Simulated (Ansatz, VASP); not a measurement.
# Ca7MoO8: VASP beside Ansatz

```
CELL_PARAMETERS angstrom
0.00000 4.81500 4.81500
4.81500 0.00000 4.81500
4.81500 4.81500 0.00000
ATOMIC_POSITIONS crystal
Mo 0.00000 0.00000 0.00000
Ca 0.00000 0.00000 0.50000
Ca 0.00000 0.50000 0.00000
Ca 0.00000 0.50000 0.50000
Ca 0.50000 0.00000 0.00000
Ca 0.50000 0.00000 0.50000
Ca 0.50000 0.50000 0.00000
Ca 0.50000 0.50000 0.50000
O 0.25000 0.25000 0.25000
O 0.24203 0.24203 0.75797
O 0.24203 0.75797 0.24203
O 0.24203 0.75797 0.75797
O 0.75797 0.24203 0.24203
O 0.75797 0.24203 0.75797
O 0.75797 0.75797 0.24203
O 0.75000 0.75000 0.75000
```

Alike in both runs: task single point; functional PBEsol; k mesh 3 × 3 × 3; occupations gaussian, width 0.05 eV; collinear spin.

|  | VASP | Ansatz |
| --- | --- | --- |
| version | VASP 6.6.1 | Ansatz 0.2.0 |
| potentials or method | VASP PAW PBE potentials, release 64 (Mo_sv, Ca_sv, O), cutoff 520 eV | scalar-relativistic, plane waves, PAW |
| valence electrons in the cell | 132 | 132 |

|  | VASP | Ansatz | Ansatz less VASP |
| --- | --- | --- | --- |
| gap on the k mesh at the Fermi level (eV) | none | none | - |
| pressure (GPa) | -8.4 | -8.9 | -0.54 |
| rms of the force components (eV/Å) | 0.015 | 0.010 | -0.0044 |
| net moment per atom (μB) | 0.12 | 0.12 | 0.000 |
| size of the moment on the site where the two differ most (μB) | 1.68 | 1.29 | -0.394 |

VASP's potentials were made for PBE, not for PBEsol. Site moments also hang on the region over which each program counts them. Atom by atom the forces differ by 0.004 eV/Å (rms over components). A gap of «none» marks a metal or a gap that the smearing closes. With one functional, cell and mesh, what is left measures potentials, basis and numerics.

The k mesh is coarse, so the values compare programs but aren't converged.
